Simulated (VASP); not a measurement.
A run of VASP 6.6.1 is set up as follows.

File INCAR:

```
  ALGO = Normal
  DIPOL = 0.5 0.5 0.315
  EDIFF = 1E-6
  ENCUT = 520
  GGA = PE
  IDIPOL = 3
  ISIF = 2
  ISMEAR = 0
  LASPH = T
  LCHARG = F
  LDIPOL = T
  LREAL = Auto
  LWAVE = F
  NBANDS = 72
  NELM = 100
  PREC = Accurate
  SIGMA = 0.05
```

File KPOINTS:

```
k-points
0
Gamma
  5 5 1
```

The input POSCAR:

```
Mg6NO6
1.0
    6.0171792582      0.0000000000      0.0000000000
    0.0000000000      6.0171792582      0.0000000000
    0.0000000000      0.0000000000     20.8799623436
Mg O N
12 12 2
Direct
    0.2500000000      0.2500000000      0.1915712267
    0.2500000000      0.7500000000      0.1915712267
    0.7500000000      0.2500000000      0.1915712267
    0.7500000000      0.7500000000      0.1915712267
    0.0000000000      0.0000000000      0.2936999204
    0.0000000000      0.5000000000      0.2936999204
    0.5000000000      0.0000000000      0.2936999204
    0.5000000000      0.5000000000      0.2936999204
    0.2500000000      0.2500000000      0.3942063725
    0.2500000000      0.7500000000      0.3942063725
    0.7500000000      0.2500000000      0.3942063725
    0.7500000000      0.7500000000      0.3942063725
    0.0000000000      0.0000000000      0.1915712267
    0.0000000000      0.5000000000      0.1915712267
    0.5000000000      0.0000000000      0.1915712267
    0.5000000000      0.5000000000      0.1915712267
    0.2500000000      0.2500000000      0.2932336620
    0.2500000000      0.7500000000      0.2932336620
    0.7500000000      0.2500000000      0.2932336620
    0.7500000000      0.7500000000      0.2932336620
    0.0000000000      0.0000000000      0.3965506358
    0.0000000000      0.5000000000      0.3965506358
    0.5000000000      0.0000000000      0.3965506358
    0.5000000000      0.5000000000      0.3965506358
    0.1875000000      0.1875000000      0.5445906080
    0.1875000000      0.1875000000      0.5973781476
```

Potentials or basis: VASP PAW PBE potentials, release 64 (Mg, O, N).

Command:

```console
$ cat potpaw_PBE.64/Mg/POTCAR potpaw_PBE.64/O/POTCAR potpaw_PBE.64/N/POTCAR > POTCAR
$ mpirun -np 1 vasp_std > vasp.out
```

Question: Estimate the band gap on the k mesh.

Answer: 3.00 eV, indirect (least direct gap 3.05 eV).

Question: Predict the largest force.

Answer: 1.751 eV/Å.

Forces on the atoms (eV/Å):
```
Mg   0.000  0.000  0.451
Mg   0.000  0.000  0.452
Mg   0.000  0.000  0.452
Mg   0.000  0.000  0.454
Mg  -0.004 -0.004 -0.012
Mg  -0.002  0.003 -0.023
Mg   0.003 -0.002 -0.023
Mg   0.002  0.002 -0.030
Mg  -0.025 -0.025  0.072
Mg  -0.011  0.013 -0.070
Mg   0.013 -0.011 -0.070
Mg   0.012  0.012 -0.080
O    0.000  0.000 -0.424
O    0.000  0.000 -0.424
O    0.000  0.000 -0.424
O   -0.001 -0.001 -0.424
O    0.003  0.003  0.033
O    0.004 -0.003  0.031
O   -0.003  0.004  0.031
O   -0.005 -0.005  0.024
O   -0.035 -0.035 -0.037
O   -0.014  0.017  0.009
O    0.017 -0.014  0.009
O    0.008  0.008  0.024
N    0.060  0.060 -1.748
N   -0.023 -0.023  1.745
```

Caveat: the standard files for N, O and F lose accuracy on very short bonds.
